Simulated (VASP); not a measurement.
A run of VASP 6.6.1 is set up as follows.

File INCAR:

```
PREC = Accurate
ENCUT = 520
EDIFF = 1E-7
ISMEAR = -1
SIGMA = 0.1
LREAL = False
LASPH = True
NELM = 80
ALGO = Normal
ISIF = 2
LWAVE = False
LCHARG = False
GGA = RP
NBANDS = 11
```

The input KPOINTS:

```
regular mesh
0
Gamma
  14 14 14
```

POSCAR

```
Ba
1.0
   -2.6095061973      2.6095061973      2.6095061973
    2.6095061973     -2.6095061973      2.6095061973
    2.6095061973      2.6095061973     -2.6095061973
Ba
1
Direct
    0.0000000000      0.0000000000      0.0000000000
```

Potentials or basis: VASP PAW PBE potentials, release 64 (Ba_sv).

Run with:

```sh
$ cat potpaw_PBE.64/Ba_sv/POTCAR > POTCAR
$ mpirun -np 1 vasp_std > vasp.out
```

Problem. What does it give for the band gap on the k mesh?

Solution. Zero (bands 5 and 6 overlap by 0.73 eV).

Problem. Predict the pressure.

Solution. -0.2 GPa.

Caveat: the PAW data sets were made with another functional, which shifts forces and pressure a little; spin-orbit coupling is left out, which moves the levels of the heavy elements.
